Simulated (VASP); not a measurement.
Set up this calculation in VASP 6.6.1, as the native input.

- Task: relaxation of cell and atoms
- Functional: PBE
- Potentials or basis: VASP PAW PBE potentials, release 64 (Mo_sv, C)
- Cutoff: 600 eV
- k mesh: 4 × 4 × 4
- Occupations: gaussian, width 0.1 eV
- Spin: no spin polarisation
- Dipole correction: no
- Further INCAR settings: ALGO = Normal; EDIFF = 1e-06; IBRION = 2; EDIFFG = -0.04; NSW = 90; ISIF = 3

The structure of Mo2C3 lies in POSCAR:

```
Mo2C3
1.0
    5.3287013600      0.0000000000      0.0000000000
    0.0000000000      5.3287013600      0.0000000000
    0.0000000000      0.0000000000      5.3287013600
Mo C
2 3
Direct
    0.5000000000      0.5000000000      0.5000000000
    0.0000000000      0.0000000000      0.0000000000
    0.5000000000      0.0000000000      0.0000000000
    0.0000000000      0.5000000000      0.0000000000
    0.0000000000      0.0000000000      0.5000000000
```

The cell was generated, and may not be a known phase.

One way to write it, as run:

INCAR

```
SYSTEM = Mo2C3
PREC = Accurate
ENCUT = 600
EDIFF = 1E-6
ISMEAR = 0
SIGMA = 0.1
LREAL = .False.
LASPH = .True.
NELM = 60
ALGO = Normal
ISIF = 3
LWAVE = .False.
LCHARG = .False.
GGA = PE
IBRION = 2
NSW = 90
EDIFFG = -0.04
```

KPOINTS

```
regular mesh
0
Gamma
  4 4 4
  0 0 0
```

Potentials or basis: VASP PAW PBE potentials, release 64 (Mo_sv, C).

Command:

```console
$ cat potpaw_PBE.64/Mo_sv/POTCAR potpaw_PBE.64/C/POTCAR > POTCAR
$ mpirun -np 1 vasp_std > vasp.out
```

It gave:

```json
{
 "Relaxed volume": "12.38 Å³/atom",
 "Relaxed cell": "a = 3.956 Å, b = 3.956 Å, c = 3.956 Å, α = 90.00°, β = 90.00°, γ = 90.00°",
 "Space group after relaxing (to 0.1 Å)": "Pm-3m (No. 221)",
 "Energy gained by relaxing": "3082.4 meV/atom",
 "Ionic steps": "6",
 "Pressure after relaxing": "-0.1 GPa",
 "Band gap on the k mesh": "zero (bands 20 and 21 overlap by 0.58 eV)"
}
```

Caveat: the volume moved by over 15 % at a fixed basis, so the end points are rough.

Run time: 7.4 min on 1 thread of Intel Xeon 8259CL, on a shared host, peak memory 0.37 GiB.
